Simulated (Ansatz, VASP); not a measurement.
## HfO2 in VASP and in Ansatz

```xyz
3
Lattice="0.0000 2.6055 2.6055 2.6055 0.0000 2.6055 2.6055 2.6055 0.0000" Properties=species:S:1:pos:R:3 pbc="T T T"
Hf    0.0000    0.0000    0.0000
O     1.3027    1.3027    1.3027
O     3.9082    3.9082    3.9082
```

Alike in both runs: task single point; functional BLYP; k mesh 8 × 8 × 8; occupations gaussian, width 0.05 eV; no spin polarisation.

|  | VASP | Ansatz |
| --- | --- | --- |
| version | VASP 6.6.1 | Ansatz 0.2.0 |
| potentials or method | VASP PAW PBE potentials, release 64 (Hf_pv, O), cutoff 600 eV | scalar-relativistic, plane waves, PAW |
| valence electrons in the cell | 22 | 38 |

```tsv
	VASP	Ansatz	Ansatz less VASP
gap on the k mesh at the Fermi level (eV)	3.65	3.64	-0.007
least direct gap on the mesh (eV)	3.65	3.64	-0.007
pressure (GPa)	-11.1	-8.5	+2.66
```

VASP's potentials were made for PBE, not for BLYP. VASP's potentials hold 22 valence electrons a cell and Ansatz's 38, so a difference there can come from the potentials and not from the codes.

Neither program's run includes spin-orbit coupling.
